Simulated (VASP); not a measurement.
Wanted: the native input for a VASP 6.6.1 run.

```
Task                   : single point
Functional             : r2SCAN
Potentials or basis    : VASP PAW PBE potentials, release 64 (Li_sv, Cl)
Cutoff                 : 520 eV
k mesh                 : 6 × 6 × 4
Occupations            : gaussian, width 0.01 eV
Spin                   : no spin polarisation
Dipole correction      : no
Further INCAR settings : ALGO = Normal; EDIFF = 1e-06; NBANDS = 18
```

The system is LiCl.

```
Li Cl
1.0
     4.11983    0.00000    0.00000
    -2.05992    3.56788    0.00000
     0.00000    0.00000    5.17969
Li Cl
2 2
Cartesian
  0.0000 2.3786 1.2949
  2.0599 1.1893 3.8848
  2.0599 1.1893 1.2949
  0.0000 2.3786 3.8848
```

The input as run:

POSCAR

```
LiCl
1.0
    4.1198316518      0.0000000000      0.0000000000
   -2.0599158259      3.5678788698      0.0000000000
    0.0000000000      0.0000000000      5.1796881545
Li Cl
2 2
Direct
    0.3333333333      0.6666666667      0.2500000000
    0.6666666667      0.3333333333      0.7500000000
    0.6666666667      0.3333333333      0.2500000000
    0.3333333333      0.6666666667      0.7500000000
```

INCAR.step1

```
PREC = Accurate ; ENCUT = 520
ISMEAR = 0 ; SIGMA = 0.01
LREAL = F ; LASPH = T
NELM = 100 ; NBANDS = 18
GGA = PE ; ALGO = Normal
EDIFF = 1E-4 ; LWAVE = T
LCHARG = F
```

INCAR.step2

```
PREC = Accurate ; ENCUT = 520
EDIFF = 1E-6 ; ISMEAR = 0
SIGMA = 0.01 ; LREAL = F
LASPH = T ; NELM = 100
ALGO = Normal ; ISIF = 2
LWAVE = F ; LCHARG = F
METAGGA = R2SCAN ; LMIXTAU = T
NBANDS = 18 ; ISTART = 1
```

KPOINTS

```
Automatic mesh
0
Gamma
  6 6 4
```

Potentials or basis: VASP PAW PBE potentials, release 64 (Li_sv, Cl).

Run with:

```console
$ cat potpaw_PBE.64/Li_sv/POTCAR potpaw_PBE.64/Cl/POTCAR > POTCAR
$ cp INCAR.step1 INCAR
$ mpirun -np 1 vasp_std > vasp.out
$ cp INCAR.step2 INCAR
$ mpirun -np 1 vasp_std > vasp.out
```

It gave:

```json
{
  "Band gap on the k mesh": "6.46 eV"
}
```

Wall time 120 s on 1 thread of Intel Xeon 8259CL (shared host), peak memory 0.2 GiB.
